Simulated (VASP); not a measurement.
# B (R-3m) in VASP: further runs

The runs below take B through single point, relaxation of cell and atoms, with LDA.

All numbers are computed with VASP 6.6.1; they aren't measurements. Logs are shortened: lines on timing, memory, paths and dates and some standing lists are left out, and cuts for length are marked.

## 1. The cell of the first run

The structure is trigonal, space group R-3m (No. 166). Conventional cell: a = 4.841 Å, b = 4.841 Å, c = 12.393 Å, α = 90.00°, β = 90.00°, γ = 120.00°. Within 2.2 Å of B (site symmetry m) lie 6 B at 1.66 to 1.78 Å. Within 2.3 Å of B (site symmetry m) lie 7 B at 1.76 to 1.98 Å.

## 2. Single point, LDA

INCAR

```
PREC = Accurate ; ENCUT = 520
EDIFF = 1E-6 ; ISMEAR = -1
SIGMA = 0.05 ; LREAL = False
LASPH = True ; NELM = 80
ALGO = Normal ; ISIF = 2
LWAVE = False ; LCHARG = True
GGA = CA ; LELF = True
LVHAR = True ; NBANDS = 30
```

KPOINTS

```
regular mesh
0
Gamma
  4 4 4
```

POSCAR

```
B
1.0
    2.4206707843      1.3975749289      4.1310007096
   -2.4206707843      1.3975749289      4.1310007096
    0.0000000000     -2.7951498578      4.1310007096
B
12
Direct
    0.0104386850      0.6543291696      0.0104386850
    0.0104386850      0.0104386850      0.6543291696
    0.6543291696      0.0104386850      0.0104386850
    0.9895613150      0.3456708304      0.9895613150
    0.3456708304      0.9895613150      0.9895613150
    0.9895613150      0.9895613150      0.3456708304
    0.2214571389      0.6300233748      0.2214571389
    0.2214571389      0.2214571389      0.6300233748
    0.6300233748      0.2214571389      0.2214571389
    0.7785428611      0.3699766252      0.7785428611
    0.3699766252      0.7785428611      0.7785428611
    0.7785428611      0.7785428611      0.3699766252
```

Potentials or basis: VASP PAW LDA potentials, release 64 (B).

Started as:

```bash
$ cat potpaw_LDA.64/B/POTCAR > POTCAR
$ mpirun -np 1 vasp_std > vasp.out
```

OUTCAR:

```text
PREC = Accurate
   ENCUT = 520
   EDIFF = 1E-6
   ISMEAR = -1
   LREAL = False
   LASPH = True
   NELM = 80
   ISIF = 2
   GGA = CA

 ion  position               nearest neighbor table
   1  0.010  0.654  0.010-   4 1.66   2 1.72   3 1.72   7 1.77  11 1.78  12 1.78
   2  0.010  0.010  0.654-   6 1.66   3 1.72   1 1.72   8 1.77  10 1.78  11 1.78
   3  0.654  0.010  0.010-   5 1.66   2 1.72   1 1.72   9 1.77  10 1.78  12 1.78
   4  0.990  0.346  0.990-   1 1.66   6 1.72   5 1.72  10 1.77   9 1.78   8 1.78
   5  0.346  0.990  0.990-   3 1.66   6 1.72   4 1.72  11 1.77   7 1.78   8 1.78
   6  0.990  0.990  0.346-   2 1.66   4 1.72   5 1.72  12 1.77   9 1.78   7 1.78
   7  0.221  0.630  0.221-  11 1.76  12 1.76   1 1.77   5 1.78   6 1.78   8 1.98   9 1.98
   8  0.221  0.221  0.630-  10 1.76  11 1.76   2 1.77   4 1.78   5 1.78   7 1.98   9 1.98
   9  0.630  0.221  0.221-  10 1.76  12 1.76   3 1.77   4 1.78   6 1.78   8 1.98   7 1.98
  10  0.779  0.370  0.779-   9 1.76   8 1.76   4 1.77   3 1.78   2 1.78  12 1.98  11 1.98
  11  0.370  0.779  0.779-   7 1.76   8 1.76   5 1.77   1 1.78   2 1.78  12 1.98  10 1.98
  12  0.779  0.779  0.370-   7 1.76   9 1.76   6 1.77   3 1.78   1 1.78  10 1.98  11 1.98

  LATTYP: Found a trigonal (rhomboedric) cell.
 ALAT       =     4.9877880459
 COS(alpha) =     0.5289299722

  Lattice vectors:

 A1 = (   2.4206707843,   1.3975749289,   4.1310007096)
 A2 = (  -2.4206707843,   1.3975749289,   4.1310007096)
 A3 = (   0.0000000000,  -2.7951498578,   4.1310007096)

Analysis of symmetry for initial positions (statically):
=====================================================================
 Subroutine PRICEL returns:
 Original cell was already a primitive cell.

 Routine SETGRP: Setting up the symmetry group for a
 trigonal (rhombohedral) supercell.

 Subroutine GETGRP returns: Found 12 space group operations
 (whereof 12 operations were pure point group operations)
 out of a pool of 12 trial point group operations.

The static configuration has the point symmetry D_3d.

Analysis of symmetry for dynamics (positions and initial velocities):
=====================================================================
 Subroutine PRICEL returns:
 Original cell was already a primitive cell.

 Routine SETGRP: Setting up the symmetry group for a
 trigonal (rhombohedral) supercell.

 Subroutine GETGRP returns: Found 12 space group operations
 (whereof 12 operations were pure point group operations)
 out of a pool of 12 trial point group operations.

The dynamic configuration has the point symmetry D_3d.

[... 119 lines left out ...]
   EMIN   =  10.00;   EMAX   =-10.00  energy-range for DOS
   EFERMI =   0.00;   METHOD = LEGACY
   ISMEAR =    -1;   SIGMA  =   0.05  broadening in eV -4-tet -1-fermi 0-gaus
   EFERMI_NEDOS =   21; number of points for ismear=-14 and -15
   IALGO  =     38    algorithm
   IMIX   =      4    mixing-type and parameters
     AMIX     =   0.40;   BMIX     =  1.00
     AMIX_MAG =   1.60;   BMIX_MAG =  1.00
  volume/ion in A,a.u.               =       6.99        47.16
  Fermi-wavevector in a.u.,A,eV,Ry     =   1.235008  2.333827 20.752225  1.525246
  Thomas-Fermi vector in A             =   2.369675
   LORBIT       =      0    0 simple, 1 ext, 2 COOP (PROOUT), +10 PAW based schemes
   GGA     = CA    functional components
   LHFCALC =     F    Hartree Fock is set to
   AEXX    =    0.0000 exact exchange contribution
   IVDW    =     0    specifies the selected vdW correction
   LEPSILON=     F    determine dielectric tensor
   LRPA    =     F    only Hartree local field effects (RPA)
 non-spin polarized calculation
  energy-cutoff  :      520.00
  volume of cell :       83.85
 maximum number of plane-waves:      2272
 NGX is ok and might be reduce to    40
   NGX = 19   NGY = 19   NGZ = 19

 number of electron      36.0000000 magnetization

 Free energy of the ion-electron system (eV)
  ---------------------------------------------------
  ext. energy  EPLUGINS =         0.00000000
  ---------------------------------------------------
  free energy    TOTEN  =       -89.60023319 eV

  energy without entropy =      -89.60023313  energy(sigma->0) =      -89.60023316

 E-fermi :   7.0143     XC(G=0): -11.8370

 val. band max:        6.3334907463   @ k =   0.5000   0.5000   0.5000
 cond. band min:       7.7073960172   @ k =   0.0000   0.0000   0.0000
 fundamental gap:      1.3739052709
 Fermi energy:         7.0142844304

 k-point     1 :       0.0000    0.0000    0.0000
  band No.  band energies     occupation
      1     -10.0009      2.00000
      2      -4.1339      2.00000
      3      -3.8810      2.00000
      4      -3.8810      2.00000
      5      -2.9844      2.00000
      6      -2.2582      2.00000
[... 418 lines left out ...]
     29      14.6670      0.00000
     30      16.4380      0.00000

------------------------ aborting loop because EDIFF is reached ----------------------------------------

  FORCE on cell =-STRESS in cart. coord.  units (eV):
  Direction    XX          YY          ZZ          XY          YZ          ZX
  --------------------------------------------------------------------------------------
  -------------------------------------------------------------------------------------
  Total        0.1824708      0.1824708      0.1471389      0.0000000     -0.0000000      0.0000000
  in kB        3.4864748      3.4864748      2.8113877      0.0000000     -0.0000000      0.0000000
  external PRESSURE =       3.2614457 kB  Pullay stress =       0.0000000 kB

 VOLUME and BASIS-vectors are now :
 -----------------------------------------------------------------------------
  energy-cutoff  :      520.00
  volume of cell :       83.85
      direct lattice vectors                 reciprocal lattice vectors
     2.420670784  1.397574929  4.131000710     0.206554317  0.119254190  0.080690699
    -2.420670784  1.397574929  4.131000710    -0.206554317  0.119254190  0.080690699
     0.000000000 -2.795149858  4.131000710     0.000000000 -0.238508381  0.080690699

 POSITION                                       TOTAL-FORCE (eV/Angst)
 -----------------------------------------------------------------------------------
     -1.55865      0.89989      2.78928         0.011580     -0.006686     -0.009290
      0.00000     -1.79977      2.78928        -0.000000      0.013371     -0.009290
      1.55865      0.89989      2.78928        -0.011580     -0.006686     -0.009290
      1.55865     -0.89989      9.60372        -0.011580      0.006686      0.009290
     -1.55865     -0.89989      9.60372         0.011580      0.006686      0.009290
      0.00000      1.79977      9.60372        -0.000000     -0.013371      0.009290
     -0.98900      0.57100      4.43231         0.012132     -0.007004      0.005485
      0.00000     -1.14200      4.43231        -0.000000      0.014008      0.005485
      0.98900      0.57100      4.43231        -0.012132     -0.007004      0.005485
      0.98900     -0.57100      7.96070        -0.012132      0.007004     -0.005485
     -0.98900     -0.57100      7.96070         0.012132      0.007004     -0.005485
      0.00000      1.14200      7.96070        -0.000000     -0.014008     -0.005485
 -----------------------------------------------------------------------------------
    total drift:                               -0.000000      0.000000      0.000000

  FREE ENERGIE OF THE ION-ELECTRON SYSTEM (eV)
  ---------------------------------------------------
  free  energy   TOTEN  =       -89.6002331947 eV

  energy  without entropy=      -89.6002331341  energy(sigma->0) =      -89.60023316
```

OSZICAR:

```text
N       E                     dE             d eps       ncg     rms          rms(c)
DAV:   1     0.655845621571E+02    0.65585E+02   -0.16663E+04   780   0.110E+03
DAV:   2    -0.895523195636E+02   -0.15514E+03   -0.14689E+03   976   0.224E+02
DAV:   3    -0.951703834479E+02   -0.56181E+01   -0.55685E+01  1040   0.382E+01
DAV:   4    -0.952098224017E+02   -0.39439E-01   -0.39390E-01   992   0.332E+00
DAV:   5    -0.952102305605E+02   -0.40816E-03   -0.40811E-03  1020   0.327E-01    0.108E+01
DAV:   6    -0.906714651220E+02    0.45388E+01   -0.50832E+00   914   0.114E+01    0.569E+00
DAV:   7    -0.896507018280E+02    0.10208E+01   -0.24846E+00   934   0.759E+00    0.178E+00
DAV:   8    -0.896020082639E+02    0.48694E-01   -0.31121E-01   932   0.287E+00    0.452E-01
DAV:   9    -0.896007956100E+02    0.12127E-02   -0.27567E-02   940   0.893E-01    0.164E-01
DAV:  10    -0.896002815198E+02    0.51409E-03   -0.37767E-03   928   0.342E-01    0.455E-02
DAV:  11    -0.896002561124E+02    0.25407E-04   -0.20123E-04   992   0.792E-02    0.166E-02
DAV:  12    -0.896002321854E+02    0.23927E-04   -0.61397E-05   972   0.424E-02    0.474E-03
DAV:  13    -0.896002333262E+02   -0.11408E-05   -0.84413E-06  1008   0.143E-02    0.203E-03
DAV:  14    -0.896002331947E+02    0.13157E-06   -0.62537E-07   612   0.402E-03
   1 F= -.89600233E+02 E0= -.89600233E+02  d E =-.605128E-07
```

It took 28 s on 1 thread of Intel Xeon Platinum 8488C (Sapphire Rapids), shared host; peak memory 0.18 GiB.

Results:

- Free energy: -89.6002 eV
- Pressure: 0.3 GPa
- Largest force: 0.016 eV/Å
- Band gap on the k mesh: 1.37 eV, indirect (least direct gap 1.74 eV)

Forces in eV/Å, atoms in the order of the input:
```
B    0.012 -0.007 -0.009
B    0.000  0.013 -0.009
B   -0.012 -0.007 -0.009
B   -0.012  0.007  0.009
B    0.012  0.007  0.009
B    0.000 -0.013  0.009
B    0.012 -0.007  0.005
B    0.000  0.014  0.005
B   -0.012 -0.007  0.005
B   -0.012  0.007 -0.005
B    0.012  0.007 -0.005
B    0.000 -0.014 -0.005
```

A k mesh can miss the band edges. LDA gaps usually lie below the measured ones, often by a third to a half.

## 3. Relaxation of cell and atoms, LDA

This run uses another cell than the first one, of 7.28 Å³/atom, 1.042 times its volume.

INCAR

```
  PREC = Accurate
  ENCUT = 600
  EDIFF = 1E-6
  ISMEAR = -1
  SIGMA = 0.05
  LREAL = F
  LASPH = T
  NELM = 100
  ALGO = Normal
  ISIF = 3
  LWAVE = F
  LCHARG = F
  IBRION = 2
  NSW = 80
  EDIFFG = -0.01
```

KPOINTS is that of step 2.

POSCAR

```
B
1.0
    2.4540015844      1.4168184754      4.1890000000
   -2.4540015844      1.4168184754      4.1890000000
    0.0000000000     -2.8336369507      4.1890000000
B
12
Direct
    0.0104000000      0.6573000000      0.0104000000
    0.0104000000      0.0104000000      0.6573000000
    0.6573000000      0.0104000000      0.0104000000
    0.9896000000      0.3427000000      0.9896000000
    0.3427000000      0.9896000000      0.9896000000
    0.9896000000      0.9896000000      0.3427000000
    0.2206000000      0.6323000000      0.2206000000
    0.2206000000      0.2206000000      0.6323000000
    0.6323000000      0.2206000000      0.2206000000
    0.7794000000      0.3677000000      0.7794000000
    0.3677000000      0.7794000000      0.7794000000
    0.7794000000      0.7794000000      0.3677000000
```

Potentials or basis: VASP PAW LDA potentials, release 64 (B).

Started as:

```bash
$ cat potpaw_LDA.64/B/POTCAR > POTCAR
$ mpirun -np 1 vasp_std > vasp.out
```

Wall time 98 s (1 thread of Intel Xeon Platinum 8488C (Sapphire Rapids), shared host); peak memory 0.19 GiB.

It converged, with:

| Item | Value |
| --- | --- |
| Free energy | -89.6130 eV |
| Relaxed volume | 7.00 Å³/atom |
| Relaxed cell | a = 4.989 Å, b = 4.989 Å, c = 4.989 Å, α = 58.08°, β = 58.08°, γ = 58.08° |
| Space group after relaxing (to 0.05 Å) | R-3m (No. 166) |
| Energy gained by relaxing | 10.3 meV/atom |
| Ionic steps | 8 |
| Pressure after relaxing | 0.0 GPa |
| Largest force after relaxing | 0.006 eV/Å |
| Band gap on the k mesh | 1.37 eV, indirect (least direct gap 1.74 eV) |

Forces on the atoms (eV/Å):
```
B    0.001  0.000 -0.006
B    0.000  0.001 -0.006
B   -0.001  0.000 -0.006
B   -0.001  0.000  0.006
B    0.001  0.000  0.006
B    0.000 -0.001  0.006
B   -0.001  0.000 -0.001
B    0.000 -0.001 -0.001
B    0.001  0.000 -0.001
B    0.001  0.000  0.001
B   -0.001  0.000  0.001
B    0.000  0.001  0.001
```

Stress tensor (GPa, compression positive):
```
-0.04  0.00  0.00
 0.00 -0.04  0.00
 0.00  0.00  0.09
```

Step by step:
| step | energy change (eV) | largest force (eV/Å) | pressure (GPa) | volume (Å³) |
| --- | --- | --- | --- | --- |
| 1 | 0.0000 | 0.6584 | -8.31 | 87.39 |
| 2 | -0.0450 | 0.9680 | 4.61 | 82.69 |
| 3 | -0.1130 | 0.2194 | -1.34 | 84.67 |
| 4 | -0.1205 | 0.2196 | 0.94 | 83.69 |
| 5 | -0.1227 | 0.0887 | 0.19 | 84.00 |
| 6 | -0.1236 | 0.0557 | -0.18 | 83.95 |
| 7 | -0.1239 | 0.0306 | -0.05 | 83.97 |
| 8 | -0.1241 | 0.0064 | 0.01 | 83.94 |

Final structure:
```xyz
12
Lattice="2.4217 1.3982 4.1317 -2.4217 1.3982 4.1317 0.0000 -2.7964 4.1317" Properties=species:S:1:pos:R:3 pbc="T T T"
B    -1.5592    0.9002    2.7897
B     0.0000   -1.8004    2.7897
B     1.5592    0.9002    2.7897
B     1.5592   -0.9002    9.6054
B    -1.5592   -0.9002    9.6054
B     0.0000    1.8004    9.6054
B    -0.9893    0.5712    4.4333
B     0.0000   -1.1423    4.4333
B     0.9893    0.5712    4.4333
B     0.9893   -0.5712    7.9619
B    -0.9893   -0.5712    7.9619
B     0.0000    1.1423    7.9619
```

Levels at points of the mesh, in eV from the valence-band top:
```
           k point  band 14  band 15  band 16  band 17  band 18  band 19  band 20  band 21  band 22  band 23
(0.00, 0.00, 0.00)    -4.59    -1.46    -0.79    -0.79    -0.37     1.37     4.66     4.66     4.78     4.78
(0.50, 0.00, 0.00)    -3.18    -2.78    -1.94    -1.75    -0.52     1.95     3.38     3.65     5.06     5.09
(0.50, 0.50, 0.00)    -3.34    -3.03    -2.57    -2.17    -1.89     1.50     2.70     2.98     3.59     5.44
(0.50, 0.50, 0.50)    -3.21    -3.08    -1.94    -1.94     0.00     2.61     2.84     2.84     5.10     5.10
```

## 4. Single point, LDA

INCAR

```
  PREC = Accurate
  ENCUT = 520
  EDIFF = 1E-6
  ISMEAR = -1
  SIGMA = 0.05
  LREAL = F
  LASPH = T
  NELM = 100
  ALGO = Normal
  ISIF = 2
  LWAVE = F
  LCHARG = F
  NBANDS = 30
```

KPOINTS

```
regular mesh
0
Gamma
  8 8 8
```

POSCAR

```
B
1.0
    2.4206707843      1.3975749289      4.1310007096
   -2.4206707843      1.3975749289      4.1310007096
    0.0000000000     -2.7951498578      4.1310007096
B
12
Direct
    0.0104386850      0.6543291696      0.0104386850
    0.0104386850      0.0104386850      0.6543291696
    0.6543291696      0.0104386850      0.0104386850
    0.9895613150      0.3456708304      0.9895613150
    0.3456708304      0.9895613150      0.9895613150
    0.9895613150      0.9895613150      0.3456708304
    0.2214571389      0.6300233748      0.2214571389
    0.2214571389      0.2214571389      0.6300233748
    0.6300233748      0.2214571389      0.2214571389
    0.7785428611      0.3699766252      0.7785428611
    0.3699766252      0.7785428611      0.7785428611
    0.7785428611      0.7785428611      0.3699766252
```

Started as:

```bash
$ cat potpaw_LDA.64/B/POTCAR > POTCAR
$ mpirun -np 1 vasp_std > vasp.out
```

Wall time 87 s (1 thread of Intel Xeon 6975P-C (Granite Rapids), shared host); peak memory 0.25 GiB.

The run converged. Its results:

* Free energy: -89.6098 eV
* Pressure: 0.3 GPa
* Largest force: 0.019 eV/Å
* Band gap on the k mesh: 1.37 eV, indirect (least direct gap 1.72 eV)

Forces on the atoms (eV/Å):
```
B    0.013 -0.008 -0.005
B    0.000  0.015 -0.005
B   -0.013 -0.008 -0.005
B   -0.013  0.008  0.005
B    0.013  0.008  0.005
B    0.000 -0.015  0.005
B    0.015 -0.009  0.006
B    0.000  0.017  0.006
B   -0.015 -0.009  0.006
B   -0.015  0.009 -0.006
B    0.015  0.009 -0.006
B    0.000 -0.017 -0.006
```

Levels at points of the mesh, in eV from the valence-band top:
| k point | band 14 | band 15 | band 16 | band 17 | band 18 | band 19 | band 20 | band 21 | band 22 | band 23 |
| --- | --- | --- | --- | --- | --- | --- | --- | --- | --- | --- |
| (0.00, 0.00, 0.00) | -4.60 | -1.46 | -0.79 | -0.79 | -0.37 | 1.37 | 4.67 | 4.67 | 4.78 | 4.78 |
| (0.50, 0.00, 0.00) | -3.18 | -2.78 | -1.94 | -1.75 | -0.52 | 1.95 | 3.39 | 3.66 | 5.07 | 5.09 |
| (0.50, 0.50, 0.00) | -3.33 | -3.04 | -2.57 | -2.18 | -1.89 | 1.50 | 2.70 | 2.99 | 3.59 | 5.44 |
| (0.50, 0.50, 0.50) | -3.21 | -3.09 | -1.94 | -1.94 | 0.00 | 2.61 | 2.84 | 2.84 | 5.10 | 5.10 |

## 5. Overview

| task | cell | k mesh | cutoff (eV) | gap on the mesh (eV) | pressure (GPa) | largest force (eV/Å) |
| --- | --- | --- | --- | --- | --- | --- |
| single point | a = 4.988 Å, angles 58.1°, 12 atoms | 4 × 4 × 4 | 520 | 1.37 | 0.3 | 0.02 |
| relaxation of cell and atoms | relaxed from a = 5.057 Å, angles 58.1°, 12 atoms | 4 × 4 × 4 | 600 | 1.37 | 0.0 | 0.01 |
| single point | a = 4.988 Å, angles 58.1°, 12 atoms | 8 × 8 × 8 | 520 | 1.37 | 0.3 | 0.02 |

Alike in all rows: level LDA; potentials or basis VASP PAW LDA potentials, release 64 (B); no spin polarisation; smearing fermi-dirac 0.05 eV.

Total energies depend on the potentials used, so only differences within one code and one set of settings carry meaning.
